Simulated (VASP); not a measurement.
# Mg2Si (Fm-3m) in VASP: notebook, part 2 of 2

VASP 6.6.1. The steps go on from the part before.

## (5) Single point, PBE (22.12 Å³/atom)

This run uses another cell than the first one, of 22.12 Å³/atom.

INCAR reads:

```
ALGO = Normal
EDIFF = 1E-6
ENCUT = 600
GGA = PE
GGA_COMPAT = False
ISIF = 2
ISMEAR = 0
LASPH = True
LCHARG = True
LELF = True
LREAL = False
LVHAR = True
LWAVE = False
NBANDS = 11
NELM = 120
PREC = Accurate
SIGMA = 0.01
```

KPOINTS reads:

```
k-points
0
Gamma
  6 6 6
```

POSCAR reads:

```
Mg2Si
1.0
    0.0000000000      3.2135117256      3.2135117256
    3.2135117256      0.0000000000      3.2135117256
    3.2135117256      3.2135117256      0.0000000000
Mg Si
2 1
Direct
    0.2500000000      0.2500000000      0.2500000000
    0.7500000000      0.7500000000      0.7500000000
    0.0000000000      0.0000000000      0.0000000000
```

Potentials or basis: VASP PAW PBE potentials, release 64 (Mg, Si).

Started as:

```console
$ cat potpaw_PBE.64/Mg/POTCAR potpaw_PBE.64/Si/POTCAR > POTCAR
$ mpirun -np 1 vasp_std > vasp.out
```

OUTCAR:

```text
EDIFF = 1E-6
   ENCUT = 600
   GGA = PE
   ISIF = 2
   ISMEAR = 0
   LASPH = True
   LREAL = False
   NELM = 120
   PREC = Accurate

 ion  position               nearest neighbor table
   1  0.250  0.250  0.250-   3 2.78   3 2.78   3 2.78   3 2.78   2 3.21   2 3.21   2 3.21   2 3.21
                             2 3.21   2 3.21
   2  0.750  0.750  0.750-   3 2.78   3 2.78   3 2.78   3 2.78   1 3.21   1 3.21   1 3.21   1 3.21
                             1 3.21   1 3.21
   3  0.000  0.000  0.000-   2 2.78   2 2.78   2 2.78   1 2.78   2 2.78   1 2.78   1 2.78   1 2.78

  LATTYP: Found a face centered cubic cell.
 ALAT       =     6.4270234512

  Lattice vectors:

 A1 = (   0.0000000000,   3.2135117256,   3.2135117256)
 A2 = (   3.2135117256,   0.0000000000,   3.2135117256)
 A3 = (   3.2135117256,   3.2135117256,   0.0000000000)

Analysis of symmetry for initial positions (statically):
=====================================================================
 Subroutine PRICEL returns:
 Original cell was already a primitive cell.

 Routine SETGRP: Setting up the symmetry group for a
 face centered cubic supercell.

 Subroutine GETGRP returns: Found 48 space group operations
 (whereof 48 operations were pure point group operations)
 out of a pool of 48 trial point group operations.

The static configuration has the point symmetry O_h .

Analysis of symmetry for dynamics (positions and initial velocities):
=====================================================================
 Subroutine PRICEL returns:
 Original cell was already a primitive cell.

 Routine SETGRP: Setting up the symmetry group for a
 face centered cubic supercell.

 Subroutine GETGRP returns: Found 48 space group operations
 (whereof 48 operations were pure point group operations)
 out of a pool of 48 trial point group operations.

The dynamic configuration has the point symmetry O_h .

 Subroutine INISYM returns: Found 48 space group operations
 (whereof 48 operations are pure point group operations),
 and found     1 'primitive' translations

[... 114 lines left out ...]
   AEXX    =    0.0000 exact exchange contribution
   IVDW    =     0    specifies the selected vdW correction
   LEPSILON=     F    determine dielectric tensor
   LRPA    =     F    only Hartree local field effects (RPA)
 non-spin polarized calculation
 Gauss-broadening in eV      SIGMA  =   0.01
  energy-cutoff  :      600.00
  volume of cell :       66.37
 maximum number of plane-waves:      2252
   NGX = 19   NGY = 19   NGZ = 19

 number of electron       8.0000000 magnetization

 Free energy of the ion-electron system (eV)
  ---------------------------------------------------
  ext. energy  EPLUGINS =         0.00000000
  ---------------------------------------------------
  free energy    TOTEN  =        -8.88497409 eV

  energy without entropy =       -8.88497409  energy(sigma->0) =       -8.88497409

 E-fermi :   3.4616     XC(G=0):  -8.6660

 val. band max:        3.3868653362   @ k =   0.0000   0.0000   0.0000
 cond. band min:       3.6291313277   @ k =   0.5000   0.5000   0.0000
 fundamental gap:      0.2422659915
 Fermi energy:         3.4615951436

 k-point     1 :       0.0000    0.0000    0.0000
  band No.  band energies     occupation
      1      -5.5725      2.00000
      2       3.3869      2.00000
      3       3.3869      2.00000
      4       3.3869      2.00000
      5       5.0523      0.00000
      6       5.9001      0.00000
      7       5.9001      0.00000
      8       5.9001      0.00000
      9       8.9879      0.00000
     10       8.9879      0.00000
     11       9.5149      0.00000
[... 197 lines left out ...]
 k-point    16 :      -0.3333    0.5000    0.1667
  band No.  band energies     occupation
      1      -3.6444      2.00000
      2      -0.5909      2.00000
      3       0.4523      2.00000
      4       0.9418      2.00000
      5       5.1197      0.00000
      6       5.4321      0.00000
      7       8.3117      0.00000
      8       8.4090      0.00000
      9      11.3512      0.00000
     10      11.6635      0.00000
     11      11.8620      0.00000

------------------------ aborting loop because EDIFF is reached ----------------------------------------

  FORCE on cell =-STRESS in cart. coord.  units (eV):
  Direction    XX          YY          ZZ          XY          YZ          ZX
  --------------------------------------------------------------------------------------
  -------------------------------------------------------------------------------------
  Total       -0.6800443     -0.6800443     -0.6800443      0.0000000      0.0000000     -0.0000000
  in kB      -16.4164067    -16.4164067    -16.4164067      0.0000000      0.0000000     -0.0000000
  external PRESSURE =     -16.4164067 kB  Pullay stress =       0.0000000 kB

 VOLUME and BASIS-vectors are now :
 -----------------------------------------------------------------------------
  energy-cutoff  :      600.00
  volume of cell :       66.37
      direct lattice vectors                 reciprocal lattice vectors
     0.000000000  3.213511726  3.213511726    -0.155593022  0.155593022  0.155593022
     3.213511726  0.000000000  3.213511726     0.155593022 -0.155593022  0.155593022
     3.213511726  3.213511726  0.000000000     0.155593022  0.155593022 -0.155593022

 POSITION                                       TOTAL-FORCE (eV/Angst)
 -----------------------------------------------------------------------------------
      1.60676      1.60676      1.60676         0.000000      0.000000      0.000000
      4.82027      4.82027      4.82027        -0.000000     -0.000000     -0.000000
      0.00000      0.00000      0.00000        -0.000000     -0.000000     -0.000000
 -----------------------------------------------------------------------------------
    total drift:                               -0.000000     -0.000000     -0.000000

  FREE ENERGIE OF THE ION-ELECTRON SYSTEM (eV)
  ---------------------------------------------------
  free  energy   TOTEN  =        -8.8849740901 eV

  energy  without entropy=       -8.8849740901  energy(sigma->0) =       -8.88497409
```

stdout:

```text
POSCAR found type information on POSCAR MgSi
 POSCAR found :  2 types and       3 ions
 scaLAPACK will be used
 LDA part: xc-table for (Slater+PW92), standard interpolation
 POSCAR, INCAR and KPOINTS ok, starting setup
 FFT: planning ... GRIDC
 FFT: planning ... GRID_SOFT
 FFT: planning ... GRID
 WAVECAR not read
 entering main loop
```

Run time: 26 s. Hardware: 1 thread of Intel Xeon 8259CL, shared host; peak memory 0.2 GiB.

What came out:

```yaml
Free_energy: -8.8850 eV
Pressure: -1.6 GPa
Band_gap_on_the_k_mesh: 0.24 eV (least direct gap 1.67 eV)
```

Caveat: semilocal functionals underestimate gaps, and a narrow one can read as zero.

## (6) Single point, PBE (22.77 Å³/atom)

This run uses another cell than the first one, of 22.77 Å³/atom.

INCAR reads:

```
PREC = Accurate
ENCUT = 600
EDIFF = 1E-6
ISMEAR = 0
SIGMA = 0.01
LREAL = F
LASPH = T
NELM = 120
ALGO = Normal
ISIF = 2
LWAVE = F
LCHARG = F
GGA = PE
NBANDS = 11
GGA_COMPAT = F
```

KPOINTS reads:

```
regular mesh
0
Gamma
  6 6 6
```

POSCAR reads:

```
Mg2Si
1.0
    0.0000000000      3.2444127724      3.2444127724
    3.2444127724      0.0000000000      3.2444127724
    3.2444127724      3.2444127724      0.0000000000
Mg Si
2 1
Direct
    0.2500000000      0.2500000000      0.2500000000
    0.7500000000      0.7500000000      0.7500000000
    0.0000000000      0.0000000000      0.0000000000
```

Potentials or basis: VASP PAW PBE potentials, release 64 (Mg, Si).

Started as:

```console
$ cat potpaw_PBE.64/Mg/POTCAR potpaw_PBE.64/Si/POTCAR > POTCAR
$ mpirun -np 1 vasp_std > vasp.out
```

Run time: 35 s. Hardware: 1 thread of Intel Xeon 8259CL, shared host; peak memory 0.24 GiB.

Results (log left out):

```
Free energy            : -8.8571 eV
Pressure               : -2.9 GPa
Band gap on the k mesh : 0.27 eV (least direct gap 1.50 eV)
```

Levels at points of the mesh, in eV from the valence-band top:
```
           k point  band 1  band 2  band 3  band 4  band 5  band 6  band 7  band 8
(0.00, 0.00, 0.00)   -8.84    0.00    0.00    0.00    1.50    2.47    2.47    2.47
(0.50, 0.00, 0.00)   -7.53   -4.56   -0.68   -0.68    1.01    2.51    2.51    4.85
(0.50, 0.50, 0.00)   -7.01   -4.28   -1.86   -1.86    0.27    0.31    7.56    7.56
```

Caveat: semilocal functionals underestimate gaps, and a narrow one can read as zero.

## (7) Overview

| cell | gap on the mesh (eV) | pressure (GPa) |
| --- | --- | --- |
| a = 4.408 Å, angles 60.0°, 3 atoms | 0.13 | 3.7 |
| a = 4.455 Å, angles 60.0°, 3 atoms | 0.17 | 1.6 |
| a = 4.500 Å, angles 60.0°, 3 atoms | 0.21 | -0.1 |
| a = 4.545 Å, angles 60.0°, 3 atoms | 0.24 | -1.6 |
| a = 4.588 Å, angles 60.0°, 3 atoms | 0.27 | -2.9 |

Alike in all rows: task single point; level PBE; potentials or basis VASP PAW PBE potentials, release 64 (Mg, Si); no spin polarisation; k mesh 6 × 6 × 6; cutoff (eV) 600; smearing gaussian 0.01 eV.

Caveats: semilocal functionals underestimate gaps, and a narrow one can read as zero; the cell stands under pressure (at least some runs).

Absolute energies hang on the potentials; compare differences alone.
